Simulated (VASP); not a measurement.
Wanted: the native input for a VASP 6.6.1 run.

```
Task                    : density of states
Functional              : PBE
Potentials or basis     : VASP PAW PBE potentials, release 64 (Ag)
Cutoff                  : 520 eV
k mesh                  : 12 × 12 × 12
Occupations             : fermi-dirac, width 0.1 eV
Spin                    : no spin polarisation
Dipole correction       : no
k mesh for the DOS      : 18 × 18 × 18
Occupations for the DOS : tetrahedron
Further INCAR settings  : ALGO = Normal; EDIFF = 1e-06; NBANDS = 18
```

Ag:

```
Ag
1.0
     0.00000    2.29068    2.29068
     2.29068    0.00000    2.29068
     2.29068    2.29068    0.00000
Ag
2
Direct
  0.87500 0.87500 0.87500
  0.12500 0.12500 0.12500
```

This cell differs from its parent crystal: volume scaled by 0.4.

The input as run:

POSCAR

```
Ag
1.0
    0.0000000000      2.2906833938      2.2906833938
    2.2906833938      0.0000000000      2.2906833938
    2.2906833938      2.2906833938      0.0000000000
Ag
2
Direct
   -0.1250000000     -0.1250000000     -0.1250000000
    0.1250000000      0.1250000000      0.1250000000
```

INCAR.step1

```
  PREC = Accurate
  ENCUT = 520
  EDIFF = 1E-6
  ISMEAR = -1
  SIGMA = 0.1
  LREAL = False
  LASPH = True
  NELM = 100
  ALGO = Normal
  ISIF = 2
  LWAVE = False
  LCHARG = True
  LMAXMIX = 4
  GGA = PE
  NBANDS = 18
```

KPOINTS.step1

```
Automatic mesh
0
Gamma
  12 12 12
```

INCAR.step2

```
  PREC = Accurate
  ENCUT = 520
  EDIFF = 1E-6
  ISMEAR = -5
  SIGMA = 0.1
  LREAL = False
  LASPH = True
  NELM = 100
  ALGO = Normal
  ISIF = 2
  LWAVE = False
  LCHARG = False
  LMAXMIX = 4
  GGA = PE
  LORBIT = 10
  NBANDS = 18
  NEDOS = 1001
  ICHARG = 11
```

KPOINTS.step2

```
Automatic mesh
0
Gamma
  18 18 18
```

Potentials or basis: VASP PAW PBE potentials, release 64 (Ag).

Run with:

```console
$ cat potpaw_PBE.64/Ag/POTCAR > POTCAR
$ cp INCAR.step1 INCAR
$ cp KPOINTS.step1 KPOINTS
$ mpirun -np 1 vasp_std > vasp.out
$ cp INCAR.step2 INCAR
$ cp KPOINTS.step2 KPOINTS
$ mpirun -np 1 vasp_std > vasp.out
```

Run time: 21 s on 1 thread of Intel(R) Xeon(R) 6975P-C (Granite Rapids), on a shared host, peak memory 0.18 GiB.
